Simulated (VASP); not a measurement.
# Si32O (a cell with a defect) in VASP: single point with LDA

Aim: the single point of Si32O (a cell with a defect) with LDA.

Everything below comes from runs of VASP 6.6.1. Logs are shortened: lines on timing, memory, paths and dates and some standing lists are left out, and cuts for length are marked.

## 1. The cell of the first run

The cell holds a defect, 33 atoms: a = 9.356 Å, b = 9.356 Å, c = 9.356 Å, α = 109.47°, β = 109.47°, γ = 109.47°.

## 2. Single point, LDA

The input, INCAR:

```
SYSTEM = Si32O
PREC = Accurate
ENCUT = 520
EDIFF = 1E-6
ISMEAR = 0
SIGMA = 0.02
LREAL = Auto
LASPH = .True.
NELM = 80
ALGO = Normal
ISIF = 2
LWAVE = .False.
LCHARG = .False.
GGA = CA
NBANDS = 89
```

The input, KPOINTS:

```
Automatic mesh
0
Gamma
  2 2 2
  0.5 0.5 0.5
```

The input, POSCAR:

```
Si32O
1.0
   -5.4019422754     -5.4019422754      5.4019422754
    5.4019422754     -5.4019422754     -5.4019422754
    5.4019422754      5.4019422754      5.4019422754
Si O
32 1
Direct
    0.2425149017      0.7442701708      0.7444385362
    0.0020350088      0.7622033502      0.0000134211
    0.4994833085      0.4978495443      0.7506115936
    0.2480872493      0.5005262667      0.0004637221
    0.0030708399      0.5033496030      0.2480248643
    0.7490300329      0.7474553215      0.2493987220
    0.5153935118      0.7632176150      0.5159319293
    0.0052797676      0.0001899317      0.7359469608
    0.7550860028      0.2557336657      0.7518133836
    0.5000269093      0.2551489686     -0.0000472978
    0.2684397437      0.2635664965      0.2633545357
    0.0003859723      0.2483896405      0.4851059797
    0.7521852869      0.4985871493      0.4994778475
    0.7131805198     -0.0180956210      0.0010095443
    0.4986059389     -0.0000654394      0.2553200182
    0.2529457796     -0.0010671162      0.5002335942
    0.2560715997      0.7509477690      0.5020534026
   -0.0027020837      0.7519766582      0.7449750099
    0.5124825218      0.5117216844      0.5115765514
    0.2481667577      0.4971147160      0.7466841174
    0.0014521629      0.5117923997      0.0000745102
    0.7465342639      0.7474876247     -0.0001817865
    0.5021057912      0.7509757219      0.2543838734
    0.0013320209      0.0004956551      0.4880392765
    0.7542478783      0.2491446468      0.4978471377
    0.5020958873      0.2489731344      0.7490155010
    0.2468156696      0.2498760504     -0.0000301743
   -0.0053487243      0.2416601166      0.2136604653
    0.7530770957      0.5000344991      0.2509017000
    0.7819762383      0.0288345362      0.7861222471
    0.4748775291     -0.0016992036     -0.0005148148
    0.2526499600      0.0069116807      0.2547646624
   -0.0324424977      0.1392388074     -0.0002923948
```

Potentials or basis: VASP PAW LDA potentials, release 64 (Si, O).

Launch:

```console
$ cat potpaw_LDA.64/Si/POTCAR potpaw_LDA.64/O/POTCAR > POTCAR
$ mpirun -np 1 vasp_std > vasp.out
```

OUTCAR:

```text
SYSTEM = Si32O
   PREC = Accurate
   ENCUT = 520
   EDIFF = 1E-6
   ISMEAR = 0
   LREAL = Auto
   LASPH = .True.
   NELM = 80
   ISIF = 2
   GGA = CA

 ion  position               nearest neighbor table
   1  0.243  0.744  0.744-  31 2.32  18 2.32  17 2.33  20 2.34
   2  0.002  0.762  0.000-  32 2.34  18 2.34  21 2.34  22 2.35
   3  0.499  0.498  0.751-  19 2.32  22 2.33  26 2.33  20 2.34
   4  0.248  0.501  0.000-  27 2.34  21 2.34  20 2.36  23 2.37
   5  0.003  0.503  0.248-  28 2.33  29 2.34  21 2.34  17 2.35
   6  0.749  0.747  0.249-  24 2.32  22 2.33  29 2.33  23 2.34
   7  0.515  0.763  0.516-  19 2.33  17 2.35  23 2.37  30 2.50
   8  0.005  0.000  0.736-  24 2.31  18 2.33  27 2.36  30 2.37
   9  0.755  0.256  0.752-  30 2.33  26 2.34  21 2.34  25 2.35
  10  0.500  0.255  1.000-  31 2.33  26 2.34  29 2.34  27 2.35
  11  0.268  0.264  0.263-  19 2.31  32 2.33  27 2.36  28 2.37
  12  0.000  0.248  0.485-  24 2.33  25 2.35  20 2.37  28 2.50
  13  0.752  0.499  0.499-  18 2.32  19 2.32  29 2.33  25 2.34
  14  0.713  0.982  0.001-  31 2.28  22 2.31  33 2.35  28 2.41  30 2.43
  15  0.499  1.000  0.255-  32 2.32  31 2.32  25 2.33  23 2.34
  16  0.253  0.999  0.500-  32 2.32  24 2.32  26 2.33  17 2.34
  17  0.256  0.751  0.502-   1 2.33  16 2.34   7 2.35   5 2.35
  18  0.997  0.752  0.745-   1 2.32  13 2.32   8 2.33   2 2.34
  19  0.512  0.512  0.512-  11 2.31   3 2.32  13 2.32   7 2.33
  20  0.248  0.497  0.747-   3 2.34   1 2.34   4 2.36  12 2.37
  21  0.001  0.512  0.000-   2 2.34   9 2.34   5 2.34   4 2.34
  22  0.747  0.747  1.000-  14 2.31   3 2.33   6 2.33   2 2.35
  23  0.502  0.751  0.254-   6 2.34  15 2.34   4 2.37   7 2.37
  24  0.001  0.000  0.488-   8 2.31   6 2.32  16 2.32  12 2.33
  25  0.754  0.249  0.498-  15 2.33  13 2.34  12 2.35   9 2.35
  26  0.502  0.249  0.749-   3 2.33  16 2.33  10 2.34   9 2.34
  27  0.247  0.250  1.000-   4 2.34  10 2.35  11 2.36   8 2.36  33 2.47
  28  0.995  0.242  0.214-  33 1.79   5 2.33  11 2.37  14 2.41  12 2.50
  29  0.753  0.500  0.251-   6 2.33  13 2.33  10 2.34   5 2.34
  30  0.782  0.029  0.786-  33 1.79   9 2.33   8 2.37  14 2.43   7 2.50
  31  0.475  0.998  0.999-  14 2.28   1 2.32  15 2.32  10 2.33
  32  0.253  0.007  0.255-  16 2.32  15 2.32  11 2.33   2 2.34
  33  0.968  0.139  1.000-  30 1.79  28 1.79  14 2.35  27 2.47

  LATTYP: Found a body centered cubic cell.
 ALAT       =    10.8038845508

  Lattice vectors:

 A1 = (  -5.4019422754,  -5.4019422754,   5.4019422754)
 A2 = (   5.4019422754,  -5.4019422754,  -5.4019422754)
 A3 = (   5.4019422754,   5.4019422754,   5.4019422754)

Analysis of symmetry for initial positions (statically):
=====================================================================
 Subroutine PRICEL returns:
 Original cell was already a primitive cell.

 Routine SETGRP: Setting up the symmetry group for a
 body centered cubic supercell.

 Subroutine GETGRP returns: Found  1 space group operations
 (whereof  1 operations were pure point group operations)
 out of a pool of 48 trial point group operations.

The static configuration has the point symmetry C_1 .

Analysis of symmetry for dynamics (positions and initial velocities):
=====================================================================
 Subroutine PRICEL returns:
 Original cell was already a primitive cell.

 Routine SETGRP: Setting up the symmetry group for a
 body centered cubic supercell.

 Subroutine GETGRP returns: Found  1 space group operations
 (whereof  1 operations were pure point group operations)
 out of a pool of 48 trial point group operations.

The dynamic configuration has the point symmetry C_1 .

 Subroutine INISYM returns: Found  1 space group operations
 (whereof  1 operations are pure point group operations),
 and found     1 'primitive' translations

----------------------------------------------------------------------------------------

                                     Primitive cell

  volume of cell :     630.5359

  direct lattice vectors                    reciprocal lattice vectors
    -5.401942275 -5.401942275  5.401942275     0.000000000 -0.092559301  0.092559301
     5.401942275 -5.401942275 -5.401942275     0.092559301 -0.092559301  0.000000000
     5.401942275  5.401942275  5.401942275     0.092559301  0.000000000  0.092559301

  length of vectors
     9.356438481  9.356438481  9.356438481     0.130898619  0.130898619  0.130898619

  position of ions in fractional coordinates (direct lattice)
     0.242514902  0.744270171  0.744438536
     0.002035009  0.762203350  0.000013421
     0.499483308  0.497849544  0.750611594
     0.248087249  0.500526267  0.000463722
     0.003070840  0.503349603  0.248024864
     0.749030033  0.747455321  0.249398722
[... 25 lines left out ...]
     0.252649960  0.006911681  0.254764662
     0.967557502  0.139238807  0.999707605

  ion indices of the primitive-cell ions
   primitive index   ion index
                 1           1
                 2           2
                 3           3
                 4           4
                 5           5
                 6           6
[... 25 lines left out ...]
                32          32
                33          33

----------------------------------------------------------------------------------------

 KPOINTS: Automatic mesh

Automatic generation of k-mesh.
 Grid dimensions read from file:
 generate k-points for:    2    2    2

 Generating k-lattice:

  Cartesian coordinates                     Fractional coordinates (reciprocal lattice)
     0.000000000 -0.046279650  0.046279650     0.500000000  0.000000000  0.000000000
     0.046279650 -0.046279650  0.000000000     0.000000000  0.500000000  0.000000000
     0.046279650  0.000000000  0.046279650     0.000000000  0.000000000  0.500000000

  Length of vectors
     0.065449309  0.065449309  0.065449309

  Shift w.r.t. Gamma in fractional coordinates (k-lattice)
     0.500000000  0.500000000  0.500000000

 Subroutine IBZKPT returns following result:
 ===========================================

 Found      4 irreducible k-points:

 Following reciprocal coordinates:
            Coordinates               Weight
  0.250000  0.250000  0.250000      2.000000
 -0.250000  0.250000  0.250000      2.000000
  0.250000 -0.250000  0.250000      2.000000
  0.250000  0.250000 -0.250000      2.000000
   k-points           NKPTS =      4   k-points in BZ     NKDIM =      4   number of bands    NBANDS=     89
   number of dos      NEDOS =    301   number of ions     NIONS =     33
   total plane-waves  NPLWV = 343000
   dimension x,y,z NGX =    70 NGY =   70 NGZ =   70
   dimension x,y,z NGXF=   140 NGYF=  140 NGZF=  140
   ions per type =              32   1
   NGX,Y,Z   is equivalent  to a cutoff of  12.44, 12.44, 12.44 a.u.
   NGXF,Y,Z  is equivalent  to a cutoff of  24.88, 24.88, 24.88 a.u.
 SYSTEM =  Si32O
   PREC   = accura    normal or accurate (medium, high low for compatibility)
   ISTART =      0    job   : 0-new  1-cont  2-samecut
   ICHARG =      2    charge: 1-file 2-atom 10-const
   ISPIN  =      1    spin polarized calculation?
   LNONCOLLINEAR =      F non collinear calculations
   LSORBIT =      F    spin-orbit coupling
   LASPH  =      T    aspherical Exc in radial PAW
   ENCUT  =  520.0 eV  38.22 Ry    6.18 a.u.  17.40 17.40 17.40*2*pi/ulx,y,z
   NELM   =     80;   NELMIN=  2; NELMDL= -5     # of ELM steps
   EDIFF  = 0.1E-05   stopping-criterion for ELM
   LREAL  =      T    real-space projection
   EDIFFG = 0.1E-04   stopping-criterion for IOM
   NSW    =      0    number of steps for IOM
   IBRION =     -1    ionic relax: 0-MD 1-quasi-New 2-CG
   NFREE  =      0    steps in history (QN), initial steepest desc. (CG)
   ISIF   =      2    stress and relaxation
   ISYM   =      2    0-nonsym 1-usesym 2-fastsym
   POTIM  = 0.5000    time-step for ionic-motion
   TEBEG  =    0.0;   TEEND  =   0.0 temperature during run
   PSTRESS=    0.0 pullay stress
   NELECT =     134.0000    total number of electrons
   NUPDOWN=      -1.0000    fix difference up-down
   EMIN   =  10.00;   EMAX   =-10.00  energy-range for DOS
   EFERMI =   0.00;   METHOD = LEGACY
   ISMEAR =     0;   SIGMA  =   0.02  broadening in eV -4-tet -1-fermi 0-gaus
   EFERMI_NEDOS =   21; number of points for ismear=-14 and -15
   IALGO  =     38    algorithm
   IMIX   =      4    mixing-type and parameters
     AMIX     =   0.40;   BMIX     =  1.00
     AMIX_MAG =   1.60;   BMIX_MAG =  1.00
  volume/ion in A,a.u.               =      19.11       128.94
  Fermi-wavevector in a.u.,A,eV,Ry     =   0.976952  1.846171 12.985875  0.954435
  Thomas-Fermi vector in A             =   2.107611
   LORBIT       =      0    0 simple, 1 ext, 2 COOP (PROOUT), +10 PAW based schemes
   GGA     = CA    functional components
   LHFCALC =     F    Hartree Fock is set to
   AEXX    =    0.0000 exact exchange contribution
   IVDW    =     0    specifies the selected vdW correction
   LEPSILON=     F    determine dielectric tensor
   LRPA    =     F    only Hartree local field effects (RPA)
 non-spin polarized calculation
 Gauss-broadening in eV      SIGMA  =   0.02
  energy-cutoff  :      520.00
  volume of cell :      630.54
 maximum number of plane-waves:     17028
 NGX is ok and might be reduce to    70
   NGX = 35   NGY = 35   NGZ = 35

 number of electron     133.9999996 magnetization

 Free energy of the ion-electron system (eV)
  ---------------------------------------------------
  ext. energy  EPLUGINS =         0.00000000
  ---------------------------------------------------
  free energy    TOTEN  =      -196.25376474 eV

  energy without entropy =     -196.25376071  energy(sigma->0) =     -196.25376273

 E-fermi :   6.0115     XC(G=0):  -9.7458

 val. band max:        5.9576235579   @ k =   0.2500   0.2500   0.2500
 cond. band min:       6.0653872808   @ k =   0.2500  -0.2500   0.2500
 fundamental gap:      0.1077637228
 Fermi energy:         6.0114706102

 k-point     1 :       0.2500    0.2500    0.2500
  band No.  band energies     occupation
      1     -14.0042      2.00000
      2      -5.3203      2.00000
      3      -5.3093      2.00000
      4      -5.2777      2.00000
      5      -4.8722      2.00000
      6      -4.1975      2.00000
[... 71 lines left out ...]
     78       7.6266      0.00000
     79       7.7877      0.00000
[... 244 lines left out ...]
     78       8.3327      0.00000
     79       8.4165      0.00000
 [bands above 79 left out]

------------------------ aborting loop because EDIFF is reached ----------------------------------------

  FORCE on cell =-STRESS in cart. coord.  units (eV):
  Direction    XX          YY          ZZ          XY          YZ          ZX
  --------------------------------------------------------------------------------------
  -------------------------------------------------------------------------------------
  Total        0.9735731      5.0042958      0.8666156      1.6052311     -1.6000279     -2.4533442
  in kB        2.4738270     12.7158017      2.2020505      4.0788556     -4.0656344     -6.2338918
  external PRESSURE =       5.7972264 kB  Pullay stress =       0.0000000 kB

 VOLUME and BASIS-vectors are now :
 -----------------------------------------------------------------------------
  energy-cutoff  :      520.00
  volume of cell :      630.54
      direct lattice vectors                 reciprocal lattice vectors
    -5.401942275 -5.401942275  5.401942275     0.000000000 -0.092559301  0.092559301
     5.401942275 -5.401942275 -5.401942275     0.092559301 -0.092559301  0.000000000
     5.401942275  5.401942275  5.401942275     0.092559301  0.000000000  0.092559301

 POSITION                                       TOTAL-FORCE (eV/Angst)
 -----------------------------------------------------------------------------------
      6.73187     -1.30914      1.31096         0.000177      0.000106      0.000691
      4.10646     -4.12830     -4.10631         0.000438     -0.000306     -0.000112
      4.04593     -1.33277      4.06359         0.000726      0.000605      0.001006
      1.36617     -4.04146     -1.36116        -0.000113      0.000474     -0.000198
      4.04229     -1.39584     -1.36266         0.001171     -0.002458     -0.000226
      1.33873     -6.73669      1.35574        -0.001084      0.001272     -0.000567
[... 25 lines left out ...]
      0.04876     -0.02591      2.70369         0.000715     -0.000227     -0.002178
      0.92583     -0.57849      9.87489        -0.022455     -0.029223      0.022037
 -----------------------------------------------------------------------------------
    total drift:                                0.003048     -0.005369     -0.005936

  FREE ENERGIE OF THE ION-ELECTRON SYSTEM (eV)
  ---------------------------------------------------
  free  energy   TOTEN  =      -196.2537647368 eV

  energy  without entropy=     -196.2537607146  energy(sigma->0) =     -196.25376273
```

Wall time 14 min (1 thread of AMD EPYC 7R13, shared host); peak memory 0.54 GiB.

What came out:

```yaml
Free_energy: -196.2538 eV
Pressure: 0.6 GPa
Largest_force: 0.064 eV/Å
Band_gap_on_the_k_mesh: 0.11 eV
```

Forces in eV/Å, atoms in the order of the input:
```
Si   0.000  0.000  0.001
Si   0.000  0.000  0.000
Si   0.001  0.001  0.001
Si   0.000  0.000  0.000
Si   0.001 -0.002  0.000
Si  -0.001  0.001 -0.001
Si   0.001 -0.002  0.001
Si  -0.001  0.000  0.002
Si   0.001 -0.001 -0.001
Si   0.001 -0.002 -0.001
Si   0.000  0.000  0.001
Si  -0.001 -0.002 -0.001
Si  -0.001 -0.001  0.000
Si  -0.001  0.002 -0.001
Si  -0.001  0.000  0.000
Si   0.000  0.001  0.001
Si   0.000  0.001  0.001
Si   0.002 -0.001  0.000
Si   0.000  0.000  0.002
Si   0.002  0.001  0.000
Si   0.000 -0.002  0.000
Si   0.000 -0.001  0.000
Si   0.000  0.000 -0.001
Si  -0.001  0.000  0.000
Si   0.000  0.001  0.000
Si  -0.002  0.001  0.000
Si   0.001  0.003 -0.001
Si   0.050  0.015  0.030
Si   0.000  0.001  0.002
Si  -0.031  0.018 -0.053
Si   0.002  0.000 -0.002
Si   0.001  0.000 -0.002
O   -0.022 -0.029  0.022
```

Stress tensor (GPa, compression positive):
```
 0.25  0.41 -0.62
 0.41  1.27 -0.41
-0.62 -0.41  0.22
```

Levels at points of the mesh, in eV from the valence-band top:
```csv
k point,band 65,band 66,band 67,band 68,band 69,band 70
"(0.25, 0.25, 0.25)",-0.66,-0.59,0.00,0.15,1.36,1.40
```
